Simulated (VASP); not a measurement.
# Zr3SiF2 (P6_3/mmc) in VASP: notebook

The runs below take Zr3SiF2 through single point, with PBE.

Program: VASP 6.6.1. These are calculated values, not measurements. Logs are shortened: lines on timing, memory, paths and dates and some standing lists are left out, and cuts for length are marked.

## Step 1: The cell of the first run

It takes space group P6_3/mmc (No. 194, hexagonal). Conventional cell: a = 4.984 Å, b = 4.984 Å, c = 8.257 Å, α = 90.00°, β = 90.00°, γ = 120.00°. Within 3.2 Å of Zr (site symmetry mm2) lie 4 Zr at 2.40 to 2.58 Å and 2 Si at 2.55 Å and 6 F at 2.93 to 2.94 Å. Si (site symmetry -3m) has 6 Zr at 2.55 Å and 6 F at 2.92 Å within 3.4 Å. Within 3.9 Å of F (site symmetry 3m) lie 3 Si at 2.92 Å and 9 Zr at 2.93 to 2.94 Å and 4 F at 3.06 to 3.08 Å.

The cell was built from a structure type or drawn by symmetry, and may not be a known phase.

## Step 2: Single point, PBE

The input, INCAR:

```
ALGO     = Normal         # electronic algorithm
EDIFF    = 1E-6           # SCF threshold, eV
ENCUT    = 520            # plane-wave cutoff, eV
GGA      = PE             # functional
ISIF     = 2              # what is computed and relaxed
ISMEAR   = 0              # smearing method
LASPH    = True           # aspherical terms in the spheres
LCHARG   = True           # write CHGCAR
LELF     = True           # ELF
LREAL    = False          # projectors in reciprocal space
LVHAR    = True         
LWAVE    = False          # write WAVECAR
NBANDS   = 66             # bands
NELM     = 60             # most SCF steps
PREC     = Accurate       # precision mode
SIGMA    = 0.1            # smearing width, eV
```

The input, KPOINTS:

```
k-points
0
Gamma
  6 6 2
```

The input, POSCAR:

```
Zr3SiF2
1.0
    4.9838298600      0.0000000000      0.0000000000
   -2.4919149300      4.3161232700      0.0000000000
    0.0000000000      0.0000000000      8.2571957100
Zr Si F
6 2 4
Direct
    0.1724949900      0.3449899900      0.7500000000
    0.6550100100      0.8275050100      0.7500000000
    0.1724949900      0.8275050100      0.7500000000
    0.8275050100      0.6550100100      0.2500000000
    0.3449899900      0.1724949900      0.2500000000
    0.8275050100      0.1724949900      0.2500000000
    0.0000000000      0.0000000000      0.0000000000
    0.0000000000      0.0000000000      0.5000000000
    0.6666666700      0.3333333300      0.9366110000
    0.3333333300      0.6666666700      0.0633890000
    0.3333333300      0.6666666700      0.4366110000
    0.6666666700      0.3333333300      0.5633890000
```

Potentials or basis: VASP PAW PBE potentials, release 64 (Zr_sv, Si, F).

On the command line:

```sh
$ cat potpaw_PBE.64/Zr_sv/POTCAR potpaw_PBE.64/Si/POTCAR potpaw_PBE.64/F/POTCAR > POTCAR
$ mpirun -np 1 vasp_std > vasp.out
```

OUTCAR:

```text
EDIFF = 1E-6
   ENCUT = 520
   GGA = PE
   ISIF = 2
   ISMEAR = 0
   LASPH = True
   LREAL = False
   NELM = 60
   PREC = Accurate

 ion  position               nearest neighbor table
   1  0.172  0.345  0.750-   2 2.40   3 2.40   7 2.55   8 2.55   3 2.58   2 2.58
   2  0.655  0.828  0.750-   3 2.40   1 2.40   7 2.55   8 2.55   3 2.58   1 2.58
   3  0.172  0.828  0.750-   2 2.40   1 2.40   7 2.55   8 2.55   2 2.58   1 2.58
   4  0.828  0.655  0.250-   5 2.40   6 2.40   7 2.55   8 2.55   5 2.58   6 2.58
   5  0.345  0.172  0.250-   6 2.40   4 2.40   7 2.55   8 2.55   6 2.58   4 2.58
   6  0.828  0.172  0.250-   5 2.40   4 2.40   7 2.55   8 2.55   5 2.58   4 2.58
   7  0.000  0.000  0.000-   3 2.55   6 2.55   5 2.55   2 2.55   1 2.55   4 2.55
   8  0.000  0.000  0.500-   3 2.55   6 2.55   5 2.55   2 2.55   1 2.55   4 2.55
   9  0.667  0.333  0.937-
  10  0.333  0.667  0.063-
  11  0.333  0.667  0.437-
  12  0.667  0.333  0.563-

  LATTYP: Found a hexagonal cell.
 ALAT       =     4.9838298600
 C/A-ratio  =     1.6567972708

  Lattice vectors:

 A1 = (   4.9838298600,   0.0000000000,   0.0000000000)
 A2 = (  -2.4919149300,   4.3161232700,   0.0000000000)
 A3 = (   0.0000000000,   0.0000000000,   8.2571957100)

Analysis of symmetry for initial positions (statically):
=====================================================================
 Subroutine PRICEL returns:
 Original cell was already a primitive cell.

 Routine SETGRP: Setting up the symmetry group for a
 hexagonal supercell.

 Subroutine GETGRP returns: Found 24 space group operations
 (whereof 12 operations were pure point group operations)
 out of a pool of 24 trial point group operations.

The static configuration has the point symmetry D_3d.
 The point group associated with its full space group is D_6h.

Analysis of symmetry for dynamics (positions and initial velocities):
=====================================================================
 Subroutine PRICEL returns:
 Original cell was already a primitive cell.

 Routine SETGRP: Setting up the symmetry group for a
 hexagonal supercell.

 Subroutine GETGRP returns: Found 24 space group operations
 (whereof 12 operations were pure point group operations)
 out of a pool of 24 trial point group operations.

The dynamic configuration has the point symmetry D_3d.
 The point group associated with its full space group is D_6h.

 Subroutine INISYM returns: Found 24 space group operations
 (whereof 12 operations are pure point group operations),
 and found     1 'primitive' translations

----------------------------------------------------------------------------------------

                                     Primitive cell

  volume of cell :     177.6191

  direct lattice vectors                    reciprocal lattice vectors
     4.983829860  0.000000000  0.000000000     0.200648904  0.115844699  0.000000000
    -2.491914930  4.316123270  0.000000000     0.000000000  0.231689398  0.000000000
     0.000000000  0.000000000  8.257195710     0.000000000  0.000000000  0.121106491

  length of vectors
     4.983829860  4.983829863  8.257195710     0.231689398  0.231689398  0.121106491

  position of ions in fractional coordinates (direct lattice)
     0.172494990  0.344989990  0.750000000
     0.655010010  0.827505010  0.750000000
     0.172494990  0.827505010  0.750000000
     0.827505010  0.655010010  0.250000000
     0.344989990  0.172494990  0.250000000
     0.827505010  0.172494990  0.250000000
     0.000000000  0.000000000  0.000000000
     0.000000000  0.000000000  0.500000000
     0.666666670  0.333333330  0.936611000
     0.333333330  0.666666670  0.063389000
     0.333333330  0.666666670  0.436611000
     0.666666670  0.333333330  0.563389000

  ion indices of the primitive-cell ions
   primitive index   ion index
                 1           1
                 2           2
                 3           3
                 4           4
                 5           5
                 6           6
                 7           7
                 8           8
                 9           9
                10          10
                11          11
                12          12

----------------------------------------------------------------------------------------

 KPOINTS: k-points

Automatic generation of k-mesh.
 Grid dimensions read from file:
 generate k-points for:    6    6    2

 Generating k-lattice:

  Cartesian coordinates                     Fractional coordinates (reciprocal lattice)
     0.033441484  0.019307450  0.000000000     0.166666667  0.000000000  0.000000000
     0.000000000  0.038614900  0.000000000     0.000000000  0.166666667  0.000000000
     0.000000000  0.000000000  0.060553246     0.000000000  0.000000000  0.500000000

  Length of vectors
     0.038614900  0.038614900  0.060553246

  Shift w.r.t. Gamma in fractional coordinates (k-lattice)
     0.000000000  0.000000000  0.000000000

 Subroutine IBZKPT returns following result:
 ===========================================

 Found     14 irreducible k-points:

 Following reciprocal coordinates:
            Coordinates               Weight
  0.000000  0.000000  0.000000      1.000000
  0.166667  0.000000  0.000000      6.000000
  0.333333  0.000000  0.000000      6.000000
  0.500000  0.000000  0.000000      3.000000
  0.166667  0.166667  0.000000      6.000000
  0.333333  0.166667  0.000000     12.000000
  0.333333  0.333333  0.000000      2.000000
  0.000000  0.000000  0.500000      1.000000
  0.166667  0.000000  0.500000      6.000000
  0.333333  0.000000  0.500000      6.000000
  0.500000  0.000000  0.500000      3.000000
  0.166667  0.166667  0.500000      6.000000
  0.333333  0.166667  0.500000     12.000000
  0.333333  0.333333  0.500000      2.000000
   k-points           NKPTS =     14   k-points in BZ     NKDIM =     14   number of bands    NBANDS=     66
   number of dos      NEDOS =    301   number of ions     NIONS =     12
   total plane-waves  NPLWV = 102400
   dimension x,y,z NGX =    40 NGY =   40 NGZ =   64
   dimension x,y,z NGXF=    80 NGYF=   80 NGZF=  128
   ions per type =               6   2   4
   NGX,Y,Z   is equivalent  to a cutoff of  13.34, 13.34, 12.89 a.u.
   NGXF,Y,Z  is equivalent  to a cutoff of  26.69, 26.69, 25.77 a.u.
 SYSTEM =  unknown system
   PREC   = accura    normal or accurate (medium, high low for compatibility)
   ISTART =      0    job   : 0-new  1-cont  2-samecut
   ICHARG =      2    charge: 1-file 2-atom 10-const
   ISPIN  =      1    spin polarized calculation?
   LNONCOLLINEAR =      F non collinear calculations
   LSORBIT =      F    spin-orbit coupling
   LASPH  =      T    aspherical Exc in radial PAW
   ENCUT  =  520.0 eV  38.22 Ry    6.18 a.u.   9.27  9.27 15.35*2*pi/ulx,y,z
   NELM   =     60;   NELMIN=  2; NELMDL= -5     # of ELM steps
   EDIFF  = 0.1E-05   stopping-criterion for ELM
   LREAL  =      F    real-space projection
   EDIFFG = 0.1E-04   stopping-criterion for IOM
   NSW    =      0    number of steps for IOM
   IBRION =     -1    ionic relax: 0-MD 1-quasi-New 2-CG
   NFREE  =      0    steps in history (QN), initial steepest desc. (CG)
   ISIF   =      2    stress and relaxation
   ISYM   =      2    0-nonsym 1-usesym 2-fastsym
   POTIM  = 0.5000    time-step for ionic-motion
   TEBEG  =    0.0;   TEEND  =   0.0 temperature during run
   PSTRESS=    0.0 pullay stress
   NELECT =     108.0000    total number of electrons
   NUPDOWN=      -1.0000    fix difference up-down
   EMIN   =  10.00;   EMAX   =-10.00  energy-range for DOS
   EFERMI =   0.00;   METHOD = LEGACY
   ISMEAR =     0;   SIGMA  =   0.10  broadening in eV -4-tet -1-fermi 0-gaus
   EFERMI_NEDOS =   21; number of points for ismear=-14 and -15
   IALGO  =     38    algorithm
   IMIX   =      4    mixing-type and parameters
     AMIX     =   0.40;   BMIX     =  1.00
     AMIX_MAG =   1.60;   BMIX_MAG =  1.00
  volume/ion in A,a.u.               =      14.80        99.89
  Fermi-wavevector in a.u.,A,eV,Ry     =   1.386925  2.620908 26.171623  1.923560
  Thomas-Fermi vector in A             =   2.511194
   LORBIT       =      0    0 simple, 1 ext, 2 COOP (PROOUT), +10 PAW based schemes
   GGA     = PE    functional components
   LHFCALC =     F    Hartree Fock is set to
   AEXX    =    0.0000 exact exchange contribution
   IVDW    =     0    specifies the selected vdW correction
   LEPSILON=     F    determine dielectric tensor
   LRPA    =     F    only Hartree local field effects (RPA)
 non-spin polarized calculation
 Gauss-broadening in eV      SIGMA  =   0.10
  energy-cutoff  :      520.00
  volume of cell :      177.62
 maximum number of plane-waves:      4842
 NGX is ok and might be reduce to    40
   NGX = 19   NGY = 19   NGZ = 31

 number of electron     107.9999992 magnetization

 Free energy of the ion-electron system (eV)
  ---------------------------------------------------
  ext. energy  EPLUGINS =         0.00000000
  ---------------------------------------------------
  free energy    TOTEN  =       -65.13059127 eV

  energy without entropy =      -65.10844535  energy(sigma->0) =      -65.11951831

 E-fermi :   9.0398     XC(G=0): -11.3801

 val. band max:        8.9611315487   @ k =   0.3333   0.1667   0.0000
 cond. band min:       9.0948081721   @ k =   0.3333   0.0000   0.0000
 fundamental gap:      0.1336766234
 Fermi energy:         9.0397548823

 k-point     1 :       0.0000    0.0000    0.0000
  band No.  band energies     occupation
      1     -40.0083      2.00000
      2     -40.0061      2.00000
      3     -38.9423      2.00000
      4     -38.9423      2.00000
      5     -38.9418      2.00000
      6     -38.9418      2.00000
[... 58 lines left out ...]
     65      13.1527      0.00000
     66      14.4232      0.00000

 k-point     2 :       0.1667    0.0000    0.0000
  band No.  band energies     occupation
      1     -39.9586      2.00000
      2     -39.9566      2.00000
      3     -39.0044      2.00000
      4     -39.0037      2.00000
      5     -38.9433      2.00000
      6     -38.9428      2.00000
[... 58 lines left out ...]
     65      13.0218      0.00000
     66      13.4344      0.00000

 k-point     3 :       0.3333    0.0000    0.0000
  band No.  band energies     occupation
      1     -39.8335      2.00000
      2     -39.8320      2.00000
      3     -39.1540      2.00000
      4     -39.1530      2.00000
      5     -38.9453      2.00000
      6     -38.9447      2.00000
[... 748 lines left out ...]
     65      11.6059      0.00000
     66      11.6439      0.00000

 k-point    14 :       0.3333    0.3333    0.5000
  band No.  band energies     occupation
      1     -39.6825      2.00000
      2     -39.6825      2.00000
      3     -39.3205      2.00000
      4     -39.3205      2.00000
      5     -38.9481      2.00000
      6     -38.9481      2.00000
[... 58 lines left out ...]
     65      11.6353      0.00000
     66      11.6404      0.00000

------------------------ aborting loop because EDIFF is reached ----------------------------------------

  FORCE on cell =-STRESS in cart. coord.  units (eV):
  Direction    XX          YY          ZZ          XY          YZ          ZX
  --------------------------------------------------------------------------------------
  -------------------------------------------------------------------------------------
  Total       53.6024620     53.6024621      9.3568695      0.0000000      0.0000000      0.0000000
  in kB      483.5102605    483.5102612     84.4017648      0.0000000      0.0000000      0.0000000
  external PRESSURE =     350.4740955 kB  Pullay stress =       0.0000000 kB

 VOLUME and BASIS-vectors are now :
 -----------------------------------------------------------------------------
  energy-cutoff  :      520.00
  volume of cell :      177.62
      direct lattice vectors                 reciprocal lattice vectors
     4.983829860  0.000000000  0.000000000     0.200648904  0.115844699  0.000000000
    -2.491914930  4.316123270  0.000000000     0.000000000  0.231689398  0.000000000
     0.000000000  0.000000000  8.257195710     0.000000000  0.000000000  0.121106491

 POSITION                                       TOTAL-FORCE (eV/Angst)
 -----------------------------------------------------------------------------------
     -0.00000      1.48902      6.19290         0.000000     -1.434789      0.000000
      1.20239      3.57161      6.19290         1.242563      0.717394      0.000000
     -1.20239      3.57161      6.19290        -1.242563      0.717394     -0.000000
      2.49191      2.82710      2.06430         0.000000      1.434789     -0.000000
      1.28953      0.74451      2.06430        -1.242563     -0.717394      0.000000
      3.69430      0.74451      2.06430         1.242563     -0.717394      0.000000
      0.00000      0.00000      0.00000         0.000000     -0.000000      0.000000
      0.00000      0.00000      4.12860         0.000000     -0.000000      0.000000
      2.49191      1.43871      7.73378         0.000000     -0.000000     -0.615541
     -0.00000      2.87742      0.52342         0.000000     -0.000000      0.615541
     -0.00000      2.87742      3.60518         0.000000     -0.000000     -0.615541
      2.49191      1.43871      4.65201         0.000000     -0.000000      0.615541
 -----------------------------------------------------------------------------------
    total drift:                               -0.000000      0.000000     -0.000000

  FREE ENERGIE OF THE ION-ELECTRON SYSTEM (eV)
  ---------------------------------------------------
  free  energy   TOTEN  =       -65.1305912726 eV

  energy  without entropy=      -65.1084453455  energy(sigma->0) =      -65.11951831
```

Run time: 1.9 min. Hardware: 1 thread of Intel Xeon 6975P-C (Granite Rapids), shared host; peak memory 0.37 GiB.

Results:

```
Free energy            : -65.1306 eV
Pressure               : 35.0 GPa
Largest force          : 1.435 eV/Å
Band gap on the k mesh : zero (bands 54 and 55 overlap by 0.81 eV)
```

Forces on the atoms (eV/Å):
```
Zr   0.000 -1.435  0.000
Zr   1.243  0.717  0.000
Zr  -1.243  0.717  0.000
Zr   0.000  1.435  0.000
Zr  -1.243 -0.717  0.000
Zr   1.243 -0.717  0.000
Si   0.000  0.000  0.000
Si   0.000  0.000  0.000
F    0.000  0.000 -0.616
F    0.000  0.000  0.616
F    0.000  0.000 -0.616
F    0.000  0.000  0.616
```

Stress tensor (GPa, compression positive):
```
48.35  0.00  0.00
 0.00 48.35  0.00
 0.00  0.00  8.44
```

Caveat: the k points lie up to 0.38 Å⁻¹ apart, too coarse for converged energies and pressures of a metal; forces of over 1 eV/Å act on the atoms, so gaps and moduli don't describe the material at rest.

## Step 3: Single point, PBE

This run uses another cell than the first one, of 22.89 Å³/atom.

The input, INCAR:

```
SYSTEM = Zr3SiF2
  ALGO = Normal
  EDIFF = 1E-7
  ENCUT = 520
  GGA = PE
  ISIF = 2
  ISMEAR = 0
  LASPH = .TRUE.
  LCHARG = .TRUE.
  LELF = .TRUE.
  LREAL = .FALSE.
  LVHAR = .TRUE.
  LWAVE = .FALSE.
  NBANDS = 66
  NELM = 100
  PREC = Accurate
  SIGMA = 0.1
```

The input, KPOINTS:

```
k-points
0
G
  6 6 6
  0 0 0
```

The input, POSCAR:

```
Zr3SiF2
1.0
    6.3833341061      0.0000000000      0.0000000000
   -3.1916670531      5.5281294967      0.0000000000
    0.0000000000      0.0000000000      7.7846678553
Zr Si F
6 2 4
Direct
    0.1615210781      0.3230421563      0.7500000000
    0.6769578437      0.8384789219      0.7500000000
    0.1615210781      0.8384789219      0.7500000000
    0.8384789219      0.6769578437      0.2500000000
    0.3230421563      0.1615210781      0.2500000000
    0.8384789219      0.1615210781      0.2500000000
    0.0000000000      0.0000000000      0.0000000000
    0.0000000000      0.0000000000      0.5000000000
    0.6666666667      0.3333333333      0.0879279701
    0.3333333333      0.6666666667      0.9120720299
    0.3333333333      0.6666666667      0.5879279701
    0.6666666667      0.3333333333      0.4120720299
```

Potentials or basis: VASP PAW PBE potentials, release 64 (Zr_sv, Si, F).

On the command line:

```sh
$ cat potpaw_PBE.64/Zr_sv/POTCAR potpaw_PBE.64/Si/POTCAR potpaw_PBE.64/F/POTCAR > POTCAR
$ mpirun -np 1 vasp_std > vasp.out
```

It took 6.2 min on 1 thread of Intel Xeon 6975P-C (Granite Rapids), shared host; peak memory 0.62 GiB.

It converged, with:

| Quantity | Value |
| --- | --- |
| Free energy | -82.2217 eV |
| Pressure | 0.0 GPa |
| Largest force | 0.042 eV/Å |
| Band gap on the k mesh | zero (bands 54 and 55 overlap by 0.66 eV) |

Forces on the atoms (eV/Å):
```
Zr   0.000 -0.042  0.000
Zr   0.036  0.021  0.000
Zr  -0.036  0.021  0.000
Zr   0.000  0.042  0.000
Zr  -0.036 -0.021  0.000
Zr   0.036 -0.021  0.000
Si   0.000  0.000  0.000
Si   0.000  0.000  0.000
F    0.000  0.000 -0.032
F    0.000  0.000  0.032
F    0.000  0.000 -0.032
F    0.000  0.000  0.032
```

Levels at points of the mesh, in eV from the Fermi level:
| k point | band 52 | band 53 | band 54 | band 55 | band 56 | band 57 |
| --- | --- | --- | --- | --- | --- | --- |
| (0.00, 0.00, 0.00) | -0.94 | -0.71 | -0.43 | -0.43 | 0.20 | 0.20 |
| (0.50, 0.00, 0.00) | -0.13 | -0.07 | 0.03 | 0.16 | 0.54 | 0.73 |
| (0.00, 0.00, 0.50) | -0.77 | -0.77 | -0.77 | 0.05 | 0.05 | 1.08 |
| (0.50, 0.00, 0.50) | -0.26 | 0.16 | 0.16 | 0.19 | 0.19 | 0.63 |
